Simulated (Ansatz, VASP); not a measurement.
**Bi6O in VASP and in Ansatz**

INCAR

```
SYSTEM = Bi6O
PREC = Accurate
ENCUT = 600
EDIFF = 1E-6
ISMEAR = 0
SIGMA = 0.2
LREAL = .False.
LASPH = .True.
NELM = 100
ALGO = Normal
ISIF = 3
LWAVE = .False.
LCHARG = .False.
GGA = PE
IBRION = 2
NSW = 36
EDIFFG = -0.08
```

Contents of KPOINTS:

```
Automatic mesh
0
Gamma
  4 4 2
  0 0 0
```

The input POSCAR:

```
Bi6O
1.0
    3.8000000000      0.0000000000      0.0000000000
    0.0000000000      3.8000000000      0.0000000000
    0.0000000000      0.0000000000     12.9000000000
Bi O
6 1
Direct
    0.5000000000      0.5000000000      0.1750000000
    0.5000000000      0.5000000000      0.8250000000
    0.0000000000      0.0000000000      0.0000000000
    0.0000000000      0.0000000000      0.6666700000
    0.0000000000      0.0000000000      0.3333300000
    0.5000000000      0.5000000000      0.5000000000
    0.5000000000      0.5000000000      0.0000000000
```

Input for Ansatz:

```yaml
crystal:
  lattice:
    - [3.8, 0.0, 0.0]
    - [0.0, 3.8, 0.0]
    - [0.0, 0.0, 12.9]
  atoms:
    - { symbol: Bi, position: [0.5, 0.5, 0.175] }
    - { symbol: Bi, position: [0.5, 0.5, 0.825] }
    - { symbol: Bi, position: [0.0, 0.0, 0.0] }
    - { symbol: Bi, position: [0.0, 0.0, 0.66667] }
    - { symbol: Bi, position: [0.0, 0.0, 0.33333] }
    - { symbol: Bi, position: [0.5, 0.5, 0.5] }
    - { symbol: O, position: [0.5, 0.5, 0.0] }
basis:
  ecutwfc: 420
kpoints:
  mp_grid: { grid: [4, 4, 2] }
hamiltonian:
  xc: pbe
scf:
  occupations: { method: gaussian, width: 0.2 }
  lower_state_search: "off"
output:
  forces: true
  stress: true
  eigenvalues: true
relax:
  adjacent_minimum: "off"
  f_tol: 0.08
  max_steps: 16
  cell: { stress_tol: 0.8 }
```

Alike in both runs: task relaxation of cell and atoms; functional PBE; k mesh 4 × 4 × 2; occupations gaussian, width 0.2 eV; no spin polarisation.

|  | VASP | Ansatz |
| --- | --- | --- |
| version | VASP 6.6.1 | Ansatz 0.2.0 |
| potentials or method | VASP PAW PBE potentials, release 64 (Bi_d, O), cutoff 600 eV | scalar-relativistic, plane waves, PAW |
| valence electrons in the cell | 96 | 96 |

VASP gave:

* gap on the k mesh at the Fermi level, each at its own relaxed structure (eV): none
* relaxed volume (Å³/atom): 27.61
* relaxed cell length with the largest relative difference (Å): 14.499

Problem. Which values does Ansatz return?

Solution. gap on the k mesh at the Fermi level, each at its own relaxed structure (eV): none; relaxed volume (Å³/atom): 27.73; relaxed cell length with the largest relative difference (Å): 14.350.

A gap of «none» marks a metal or a gap that the smearing closes.

The k mesh is coarse, so the values compare programs but aren't converged. Neither program's run includes spin-orbit coupling.
